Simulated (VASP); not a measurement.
**SiO2 (kk07): relaxation of cell and atoms with LDA**

Crystal: SiO2 (kk07).

```
Si O
1.0
     4.18650    0.00000    0.00000
     0.00000    4.18650    0.00000
     0.00000    0.00000    2.66840
Si O
2 4
Cartesian
  0.0000 0.0000 0.0000
  2.0932 2.0932 1.3342
  1.2807 1.2807 0.0000
  0.8126 3.3739 1.3342
  2.9058 2.9058 0.0000
  3.3739 0.8126 1.3342
```

```
Program                : VASP 6.6.1
Task                   : relaxation of cell and atoms
Functional             : LDA
Potentials or basis    : VASP PAW LDA potentials, release 64 (Si, O)
Cutoff                 : 600 eV
k mesh                 : 8 × 8 × 12
Occupations            : gaussian, width 0.02 eV
Spin                   : no spin polarisation
Dipole correction      : no
Further INCAR settings : ALGO = Normal; EDIFF = 1e-07; IBRION = 2; EDIFFG = -0.002; NSW = 100; ISIF = 3
```

```json
{"Relaxed volume": "7.67 Å³/atom", "Relaxed cell": "a = 4.154 Å, b = 4.154 Å, c = 2.666 Å, α = 90.00°, β = 90.00°, γ = 90.00°", "Space group after relaxing (to 0.05 Å)": "P4_2/mnm (No. 136)", "Energy gained by relaxing": "2.1 meV/atom", "Ionic steps": "7", "Pressure after relaxing": "0.0 GPa", "Band gap on the k mesh": "5.78 eV, direct"}
```

The path:
| step | energy change (eV) | largest force (eV/Å) | pressure (GPa) | volume (Å³) |
| --- | --- | --- | --- | --- |
| 1 | 0.0000 | 0.0469 | -4.78 | 46.77 |
| 2 | 0.0072 | 0.2885 | 6.71 | 45.21 |
| 3 | -0.0109 | 0.0964 | 0.04 | 46.08 |
| 4 | -0.0125 | 0.0051 | 0.04 | 46.00 |
| 5 | -0.0125 | 0.0146 | 0.04 | 46.00 |
| 6 | -0.0125 | 0.0056 | -0.01 | 46.01 |
| 7 | -0.0125 | 0.0003 | 0.00 | 46.00 |

Final structure:
```xyz
6
Lattice="4.1540 0.0000 0.0000 0.0000 4.1540 0.0000 0.0000 0.0000 2.6660" Properties=species:S:1:pos:R:3 pbc="T T T"
Si    0.0000    0.0000    0.0000
Si    2.0770    2.0770    1.3330
O     1.2686    1.2686    0.0000
O     0.8084    3.3456    1.3330
O     2.8854    2.8854    0.0000
O     3.3456    0.8084    1.3330
```

Levels at points of the mesh, in eV from the valence-band top:
| k point | band 12 | band 13 | band 14 | band 15 | band 16 | band 17 | band 18 | band 19 | band 20 |
| --- | --- | --- | --- | --- | --- | --- | --- | --- | --- |
| (0.00, 0.00, 0.00) | -3.24 | -2.56 | -0.91 | -0.91 | 0.00 | 5.78 | 6.41 | 8.32 | 8.32 |
| (0.50, 0.00, 0.00) | -4.02 | -2.77 | -2.77 | -1.09 | -1.09 | 7.71 | 7.71 | 8.89 | 8.89 |
| (0.50, 0.50, 0.00) | -3.38 | -2.79 | -2.79 | -2.35 | -2.35 | 7.37 | 7.37 | 9.91 | 9.91 |
| (0.00, 0.00, 0.50) | -4.77 | -3.25 | -3.25 | -2.76 | -2.76 | 9.05 | 9.05 | 12.48 | 12.48 |
| (0.50, 0.00, 0.50) | -4.14 | -2.35 | -2.35 | -1.83 | -1.83 | 8.69 | 8.69 | 9.87 | 9.87 |
| (0.50, 0.50, 0.50) | -4.59 | -1.79 | -1.79 | -1.60 | -1.60 | 7.15 | 7.15 | 10.88 | 10.88 |

Wall time 3.4 min on 1 thread of AMD EPYC 9R45 96-Core Processor (Zen 5), on a shared host, peak memory 0.19 GiB.

A k mesh can miss the band edges. LDA usually gives volumes a few per cent too small.
